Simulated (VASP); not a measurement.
# WC (Fm-3m) in VASP: further runs

WC is run at these levels: PBEsol; tasks: single point.

Program: VASP 6.6.1. These are calculated values, not measurements. Logs are shortened: lines on timing, memory, paths and dates and some standing lists are left out, and cuts for length are marked.

## Step 1: The cell of the first run

The structure is cubic, space group Fm-3m (No. 225). The conventional cell has a = 4.443 Å, b = 4.443 Å, c = 4.443 Å, α = 90.00°, β = 90.00°, γ = 90.00°. W (site symmetry m-3m) has 6 C at 2.22 Å within 2.9 Å. Within 2.9 Å of C (site symmetry m-3m) lie 6 W at 2.22 Å.

## Step 2: Single point, PBEsol

The input, INCAR:

```
SYSTEM = WC
ALGO = Normal
EDIFF = 1E-6
ENCUT = 520
GGA = PS
ISIF = 2
ISMEAR = -1
LASPH = .TRUE.
LCHARG = .FALSE.
LREAL = .FALSE.
LWAVE = .FALSE.
NBANDS = 16
NELM = 60
PREC = Accurate
SIGMA = 0.15
```

The input, KPOINTS:

```
k-points
0
G
  11 11 11
  0 0 0
```

The input, POSCAR:

```
WC
1.0
    0.0000000000      2.2215343616      2.2215343616
    2.2215343616      0.0000000000      2.2215343616
    2.2215343616      2.2215343616      0.0000000000
W C
1 1
Direct
    0.0000000000      0.0000000000      0.0000000000
    0.5000000000      0.5000000000      0.5000000000
```

Potentials or basis: VASP PAW PBE potentials, release 64 (W_sv, C).

On the command line:

```
cat potpaw_PBE.64/W_sv/POTCAR potpaw_PBE.64/C/POTCAR > POTCAR
mpirun -np 1 vasp_std > vasp.out
```

OUTCAR:

```text
SYSTEM = WC
   EDIFF = 1E-6
   ENCUT = 520
   GGA = PS
   ISIF = 2
   ISMEAR = -1
   LASPH = .TRUE.
   LREAL = .FALSE.
   NELM = 60
   PREC = Accurate

 ion  position               nearest neighbor table
   1  0.000  0.000  0.000-   2 2.22   2 2.22   2 2.22   2 2.22   2 2.22   2 2.22
   2  0.500  0.500  0.500-   1 2.22   1 2.22   1 2.22   1 2.22   1 2.22   1 2.22

  LATTYP: Found a face centered cubic cell.
 ALAT       =     4.4430687232

  Lattice vectors:

 A1 = (   0.0000000000,   2.2215343616,   2.2215343616)
 A2 = (   2.2215343616,   0.0000000000,   2.2215343616)
 A3 = (   2.2215343616,   2.2215343616,   0.0000000000)

Analysis of symmetry for initial positions (statically):
=====================================================================
 Subroutine PRICEL returns:
 Original cell was already a primitive cell.

 Routine SETGRP: Setting up the symmetry group for a
 face centered cubic supercell.

 Subroutine GETGRP returns: Found 48 space group operations
 (whereof 48 operations were pure point group operations)
 out of a pool of 48 trial point group operations.

The static configuration has the point symmetry O_h .

Analysis of symmetry for dynamics (positions and initial velocities):
=====================================================================
 Subroutine PRICEL returns:
 Original cell was already a primitive cell.

 Routine SETGRP: Setting up the symmetry group for a
 face centered cubic supercell.

 Subroutine GETGRP returns: Found 48 space group operations
 (whereof 48 operations were pure point group operations)
 out of a pool of 48 trial point group operations.

The dynamic configuration has the point symmetry O_h .

 Subroutine INISYM returns: Found 48 space group operations
 (whereof 48 operations are pure point group operations),
 and found     1 'primitive' translations

----------------------------------------------------------------------------------------

                                     Primitive cell

  volume of cell :      21.9275

  direct lattice vectors                    reciprocal lattice vectors
     0.000000000  2.221534362  2.221534362    -0.225069667  0.225069667  0.225069667
     2.221534362  0.000000000  2.221534362     0.225069667 -0.225069667  0.225069667
     2.221534362  2.221534362  0.000000000     0.225069667  0.225069667 -0.225069667

  length of vectors
     3.141724023  3.141724023  3.141724023     0.389832099  0.389832099  0.389832099

  position of ions in fractional coordinates (direct lattice)
     0.000000000  0.000000000  0.000000000
     0.500000000  0.500000000  0.500000000

  ion indices of the primitive-cell ions
   primitive index   ion index
                 1           1
                 2           2

----------------------------------------------------------------------------------------

 KPOINTS: k-points

Automatic generation of k-mesh.
 Grid dimensions read from file:
 generate k-points for:   11   11   11

 Generating k-lattice:

  Cartesian coordinates                     Fractional coordinates (reciprocal lattice)
    -0.020460879  0.020460879  0.020460879     0.090909091  0.000000000  0.000000000
     0.020460879 -0.020460879  0.020460879     0.000000000  0.090909091  0.000000000
     0.020460879  0.020460879 -0.020460879     0.000000000  0.000000000  0.090909091

  Length of vectors
     0.035439282  0.035439282  0.035439282

  Shift w.r.t. Gamma in fractional coordinates (k-lattice)
     0.000000000  0.000000000  0.000000000

 Subroutine IBZKPT returns following result:
 ===========================================

 Found     56 irreducible k-points:

 Following reciprocal coordinates:
            Coordinates               Weight
  0.000000  0.000000  0.000000      1.000000
  0.090909  0.000000  0.000000      8.000000
  0.181818  0.000000  0.000000      8.000000
  0.272727  0.000000  0.000000      8.000000
  0.363636  0.000000  0.000000      8.000000
  0.454545  0.000000  0.000000      8.000000
[... 16 lines left out ...]
 -0.272727  0.181818  0.000000     24.000000
 -0.181818  0.181818  0.000000     12.000000
 [... further k-points ...]
   k-points           NKPTS =     56   k-points in BZ     NKDIM =     56   number of bands    NBANDS=     16
   number of dos      NEDOS =    301   number of ions     NIONS =      2
   total plane-waves  NPLWV =  13824
   dimension x,y,z NGX =    24 NGY =   24 NGZ =   24
   dimension x,y,z NGXF=    48 NGYF=   48 NGZF=   48
   ions per type =               1   1
   NGX,Y,Z   is equivalent  to a cutoff of  12.70, 12.70, 12.70 a.u.
   NGXF,Y,Z  is equivalent  to a cutoff of  25.40, 25.40, 25.40 a.u.
 SYSTEM =  WC
   PREC   = accura    normal or accurate (medium, high low for compatibility)
   ISTART =      0    job   : 0-new  1-cont  2-samecut
   ICHARG =      2    charge: 1-file 2-atom 10-const
   ISPIN  =      1    spin polarized calculation?
   LNONCOLLINEAR =      F non collinear calculations
   LSORBIT =      F    spin-orbit coupling
   LASPH  =      T    aspherical Exc in radial PAW
   ENCUT  =  520.0 eV  38.22 Ry    6.18 a.u.   5.84  5.84  5.84*2*pi/ulx,y,z
   NELM   =     60;   NELMIN=  2; NELMDL= -5     # of ELM steps
   EDIFF  = 0.1E-05   stopping-criterion for ELM
   LREAL  =      F    real-space projection
   EDIFFG = 0.1E-04   stopping-criterion for IOM
   NSW    =      0    number of steps for IOM
   IBRION =     -1    ionic relax: 0-MD 1-quasi-New 2-CG
   NFREE  =      0    steps in history (QN), initial steepest desc. (CG)
   ISIF   =      2    stress and relaxation
   ISYM   =      2    0-nonsym 1-usesym 2-fastsym
   POTIM  = 0.5000    time-step for ionic-motion
   TEBEG  =    0.0;   TEEND  =   0.0 temperature during run
   PSTRESS=    0.0 pullay stress
   NELECT =      18.0000    total number of electrons
   NUPDOWN=      -1.0000    fix difference up-down
   EMIN   =  10.00;   EMAX   =-10.00  energy-range for DOS
   EFERMI =   0.00;   METHOD = LEGACY
   ISMEAR =    -1;   SIGMA  =   0.15  broadening in eV -4-tet -1-fermi 0-gaus
   EFERMI_NEDOS =   21; number of points for ismear=-14 and -15
   IALGO  =     38    algorithm
   IMIX   =      4    mixing-type and parameters
     AMIX     =   0.40;   BMIX     =  1.00
     AMIX_MAG =   1.60;   BMIX_MAG =  1.00
  volume/ion in A,a.u.               =      10.96        73.99
  Fermi-wavevector in a.u.,A,eV,Ry     =   1.532860  2.896686 31.969083  2.349661
  Thomas-Fermi vector in A             =   2.640008
   LORBIT       =      0    0 simple, 1 ext, 2 COOP (PROOUT), +10 PAW based schemes
   GGA     = PS    functional components
   LHFCALC =     F    Hartree Fock is set to
   AEXX    =    0.0000 exact exchange contribution
   IVDW    =     0    specifies the selected vdW correction
   LEPSILON=     F    determine dielectric tensor
   LRPA    =     F    only Hartree local field effects (RPA)
 non-spin polarized calculation
  energy-cutoff  :      520.00
  volume of cell :       21.93
 maximum number of plane-waves:       609
   NGX = 11   NGY = 11   NGZ = 11

 number of electron      18.0000003 magnetization

 Free energy of the ion-electron system (eV)
  ---------------------------------------------------
  ext. energy  EPLUGINS =         0.00000000
  ---------------------------------------------------
  free energy    TOTEN  =       -22.93641133 eV

  energy without entropy =      -22.84949238  energy(sigma->0) =      -22.89295185

 E-fermi :  11.6392     XC(G=0): -13.6255

 val. band max:       11.6293748786   @ k =   0.2727   0.2727   0.0000
 cond. band min:      11.6424676100   @ k =  -0.2727   0.4545   0.1818
 fundamental gap:      0.0130927314
 Fermi energy:        11.6391777001

 k-point     1 :       0.0000    0.0000    0.0000
  band No.  band energies     occupation
      1     -63.7349      2.00000
      2     -27.7333      2.00000
      3     -27.7333      2.00000
      4     -27.7333      2.00000
      5      -3.7721      2.00000
      6       9.0443      2.00000
[... 8 lines left out ...]
     15      21.3278      0.00000
     16      34.1971      0.00000

 k-point     2 :       0.0909    0.0000    0.0000
  band No.  band energies     occupation
      1     -63.7324      2.00000
      2     -27.7751      2.00000
      3     -27.7379      2.00000
      4     -27.7379      2.00000
      5      -3.5517      2.00000
      6       8.2967      2.00000
[... 8 lines left out ...]
     15      21.8366      0.00000
     16      31.9339      0.00000

 k-point     3 :       0.1818    0.0000    0.0000
  band No.  band energies     occupation
      1     -63.7259      2.00000
      2     -27.8857      2.00000
      3     -27.7501      2.00000
      4     -27.7501      2.00000
      5      -2.9208      2.00000
      6       6.8527      2.00000
[... 8 lines left out ...]
     15      23.0108      0.00000
     16      29.1992      0.00000

 k-point     4 :       0.2727    0.0000    0.0000
  band No.  band energies     occupation
      1     -63.7175      2.00000
      2     -28.0276      2.00000
      3     -27.7662      2.00000
      4     -27.7662      2.00000
      5      -1.9623      2.00000
      6       5.2824      2.00000
[... 8 lines left out ...]
     15      23.6687      0.00000
     16      27.5504      0.00000

 k-point     5 :       0.3636    0.0000    0.0000
  band No.  band energies     occupation
      1     -63.7098      2.00000
      2     -28.1551      2.00000
      3     -27.7808      2.00000
      4     -27.7808      2.00000
      5      -0.7990      2.00000
      6       3.7698      2.00000
[... 8 lines left out ...]
     15      24.2308      0.00000
     16      25.0758      0.00000

 k-point     6 :       0.4545    0.0000    0.0000
  band No.  band energies     occupation
      1     -63.7051      2.00000
      2     -28.2297      2.00000
      3     -27.7895      2.00000
      4     -27.7895      2.00000
      5       0.3493      2.00000
      6       2.4762      2.00000
[... 8 lines left out ...]
     15      23.4441      0.00000
     16      23.4441      0.00000

 k-point     7 :       0.0909    0.0909    0.0000
  band No.  band energies     occupation
      1     -63.7316      2.00000
      2     -27.7722      2.00000
      3     -27.7478      2.00000
      4     -27.7478      2.00000
      5      -3.4831      2.00000
      6       8.0595      2.00000
[... 8 lines left out ...]
     15      22.0110      0.00000
     16      31.8681      0.00000

 k-point     8 :       0.1818    0.0909    0.0000
  band No.  band energies     occupation
      1     -63.7265      2.00000
      2     -27.8544      2.00000
      3     -27.7645      2.00000
      4     -27.7558      2.00000
      5      -3.0047      2.00000
      6       6.7522      2.00000
[... 8 lines left out ...]
     15      23.0112      0.00000
     16      29.2033      0.00000

 k-point     9 :       0.2727    0.0909    0.0000
  band No.  band energies     occupation
      1     -63.7187      2.00000
      2     -27.9829      2.00000
      3     -27.7827      2.00000
      4     -27.7698      2.00000
      5      -2.1854      2.00000
      6       5.4602      2.00000
[... 8 lines left out ...]
     15      23.8271      0.00000
     16      27.0946      0.00000
[... 172 lines left out ...]
 k-point    19 :       0.3636    0.1818    0.0000
  band No.  band energies     occupation
      1     -63.7092      2.00000
      2     -28.0717      2.00000
      3     -27.8309      2.00000
      4     -27.8253      2.00000
      5      -1.3656      2.00000
      6       4.3971      2.00000
[... 8 lines left out ...]
     15      23.1427      0.00000
     16      25.8905      0.00000

 k-point    20 :       0.4545    0.1818    0.0000
  band No.  band energies     occupation
      1     -63.7033      2.00000
      2     -28.1540      2.00000
      3     -27.8625      2.00000
      4     -27.8299      2.00000
      5      -0.5598      2.00000
      6       3.6945      2.00000
[... 8 lines left out ...]
     15      22.3838      0.00000
     16      25.2865      0.00000

 k-point    21 :      -0.4545    0.1818    0.0000
  band No.  band energies     occupation
      1     -63.7006      2.00000
      2     -28.1868      2.00000
      3     -27.8901      2.00000
      4     -27.8214      2.00000
      5       0.0080      2.00000
      6       3.1336      2.00000
[... 8 lines left out ...]
     15      23.0105      0.00000
     16      24.7396      0.00000

 k-point    22 :      -0.3636    0.1818    0.0000
  band No.  band energies     occupation
      1     -63.7022      2.00000
      2     -28.1631      2.00000
      3     -27.9024      2.00000
      4     -27.8026      2.00000
      5      -0.1027      2.00000
      6       3.2046      2.00000
[... 8 lines left out ...]
     15      23.6911      0.00000
     16      24.1908      0.00000

 k-point    23 :      -0.2727    0.1818    0.0000
  band No.  band energies     occupation
      1     -63.7074      2.00000
      2     -28.0953      2.00000
      3     -27.8899      2.00000
      4     -27.7794      2.00000
      5      -0.8449      2.00000
      6       3.9702      2.00000
[... 8 lines left out ...]
     15      23.9314      0.00000
     16      24.3108      0.00000

 k-point    24 :      -0.1818    0.1818    0.0000
  band No.  band energies     occupation
      1     -63.7146      2.00000
      2     -28.0119      2.00000
      3     -27.8482      2.00000
      4     -27.7590      2.00000
      5      -1.7323      2.00000
      6       5.0386      2.00000
[... 8 lines left out ...]
     15      24.1243      0.00000
     16      24.8468      0.00000

 [... further k-points ...]
[... 5 lines left out ...]
  --------------------------------------------------------------------------------------
  -------------------------------------------------------------------------------------
  Total       -2.9012497     -2.9012497     -2.9012497      0.0000000     -0.0000000     -0.0000000
  in kB     -211.9857150   -211.9857150   -211.9857150      0.0000000     -0.0000000     -0.0000000
  external PRESSURE =    -211.9857150 kB  Pullay stress =       0.0000000 kB

 VOLUME and BASIS-vectors are now :
 -----------------------------------------------------------------------------
  energy-cutoff  :      520.00
  volume of cell :       21.93
      direct lattice vectors                 reciprocal lattice vectors
     0.000000000  2.221534362  2.221534362    -0.225069667  0.225069667  0.225069667
     2.221534362  0.000000000  2.221534362     0.225069667 -0.225069667  0.225069667
     2.221534362  2.221534362  0.000000000     0.225069667  0.225069667 -0.225069667

 POSITION                                       TOTAL-FORCE (eV/Angst)
 -----------------------------------------------------------------------------------
      0.00000      0.00000      0.00000         0.000000      0.000000     -0.000000
      2.22153      2.22153      2.22153        -0.000000     -0.000000      0.000000
 -----------------------------------------------------------------------------------
    total drift:                                0.000000     -0.000000     -0.000000

  FREE ENERGIE OF THE ION-ELECTRON SYSTEM (eV)
  ---------------------------------------------------
  free  energy   TOTEN  =       -22.9364113324 eV

  energy  without entropy=      -22.8494923759  energy(sigma->0) =      -22.89295185
```

Wall time 11 s (1 thread of Intel Xeon Platinum 8559C (Emerald Rapids), shared host); peak memory 0.15 GiB.

Results:

* Free energy: -22.9364 eV
* Pressure: -21.2 GPa
* Band gap on the k mesh: zero (band 9 reaches 12.53 eV, above the bottom of band 10 at 9.63 eV)

Levels at points of the mesh, in eV from the Fermi level:
| k point | band 6 | band 7 | band 8 | band 9 | band 10 | band 11 | band 12 | band 13 |
| --- | --- | --- | --- | --- | --- | --- | --- | --- |
| (0.00, 0.00, 0.00) | -2.59 | -2.59 | -2.59 | -0.93 | -0.93 | -0.93 | -0.92 | -0.92 |

Caveat: the PAW data sets were made with another functional, which shifts forces and pressure a little; spin-orbit coupling is left out, which moves the levels of the heavy elements.

## Step 3: Single point, PBEsol

This run uses another cell than the first one, of 11.17 Å³/atom, 1.019 times its volume.

The input, INCAR:

```
PREC = Accurate ; ENCUT = 520
EDIFF = 1E-6 ; ISMEAR = -1
SIGMA = 0.15 ; LREAL = False
LASPH = True ; NELM = 100
ALGO = Normal ; ISIF = 2
LWAVE = False ; LCHARG = False
GGA = PS ; NBANDS = 16
```

The input, KPOINTS:

```
Automatic mesh
0
Gamma
  11 11 11
```

The input, POSCAR:

```
WC
1.0
    0.0000000000      2.2356846435      2.2356846435
    2.2356846435      0.0000000000      2.2356846435
    2.2356846435      2.2356846435      0.0000000000
W C
1 1
Direct
    0.0000000000      0.0000000000      0.0000000000
    0.5000000000      0.5000000000      0.5000000000
```

Potentials or basis: VASP PAW PBE potentials, release 64 (W_sv, C).

On the command line:

```
cat potpaw_PBE.64/W_sv/POTCAR potpaw_PBE.64/C/POTCAR > POTCAR
mpirun -np 1 vasp_std > vasp.out
```

It took 12 s on 1 thread of Intel Xeon Platinum 8559C (Emerald Rapids), shared host; peak memory 0.15 GiB.

It converged, with:

| Quantity | Value |
| --- | --- |
| Free energy | -22.8738 eV |
| Pressure | -26.5 GPa |
| Band gap on the k mesh | zero (band 9 reaches 12.21 eV, above the bottom of band 10 at 9.40 eV) |

Levels at points of the mesh, in eV from the Fermi level:
| k point | band 6 | band 7 | band 8 | band 9 | band 10 | band 11 | band 12 | band 13 |
| --- | --- | --- | --- | --- | --- | --- | --- | --- |
| (0.00, 0.00, 0.00) | -2.53 | -2.53 | -2.53 | -0.90 | -0.90 | -0.89 | -0.89 | -0.89 |

Caveat: the PAW data sets were made with another functional, which shifts forces and pressure a little; spin-orbit coupling is left out, which moves the levels of the heavy elements.
